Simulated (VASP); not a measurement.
Input of a VASP 6.6.1 run:

File POSCAR:

```
KF
1.0
    0.0000000000      2.5398250000      2.5398250000
    2.5398250000      0.0000000000      2.5398250000
    2.5398250000      2.5398250000      0.0000000000
K F
1 1
Direct
    0.0000000000      0.0000000000      0.0000000000
    0.5000000000      0.5000000000      0.5000000000
```

Contents of INCAR.step1:

```
PREC     = Accurate       # precision mode
ENCUT    = 520            # plane-wave cutoff, eV
ISMEAR   = 0              # smearing method
SIGMA    = 0.05           # smearing width, eV
LREAL    = F              # projectors in reciprocal space
LASPH    = T              # aspherical terms in the spheres
NELM     = 60             # most SCF steps
NBANDS   = 15             # bands
GGA      = PE             # functional
ALGO     = Normal         # electronic algorithm
EDIFF    = 1E-4           # SCF threshold, eV
LWAVE    = T              # write WAVECAR
LCHARG   = F              # write CHGCAR
```

The input INCAR.step2:

```
PREC     = Accurate       # precision mode
ENCUT    = 520            # plane-wave cutoff, eV
EDIFF    = 1E-7           # SCF threshold, eV
ISMEAR   = 0              # smearing method
SIGMA    = 0.05           # smearing width, eV
LREAL    = F              # projectors in reciprocal space
LASPH    = T              # aspherical terms in the spheres
NELM     = 60             # most SCF steps
ALGO     = Normal         # electronic algorithm
ISIF     = 2              # what is computed and relaxed
LWAVE    = F              # write WAVECAR
LCHARG   = F              # write CHGCAR
METAGGA  = R2SCAN         # meta-GGA
LMIXTAU  = T            
NBANDS   = 15             # bands
ISTART   = 1
```

KPOINTS

```
regular mesh
0
Gamma
  8 8 8
```

Potentials or basis: VASP PAW PBE potentials, release 64 (K_sv, F).

Run with:

```sh
$ cat potpaw_PBE.64/K_sv/POTCAR potpaw_PBE.64/F/POTCAR > POTCAR
$ cp INCAR.step1 INCAR
$ mpirun -np 1 vasp_std > vasp.out
$ cp INCAR.step2 INCAR
$ mpirun -np 1 vasp_std > vasp.out
```

(1) What does it give for the pressure?

(2) Estimate the band gap on the k mesh.

## Answers

(1) 6.9 GPa.

(2) 7.72 eV, direct.

Caveat: the cell differs from its parent crystal (strain -0.050 along x and y, -0.050 along z); the PAW data sets were made with another functional, which shifts forces and pressure a little.
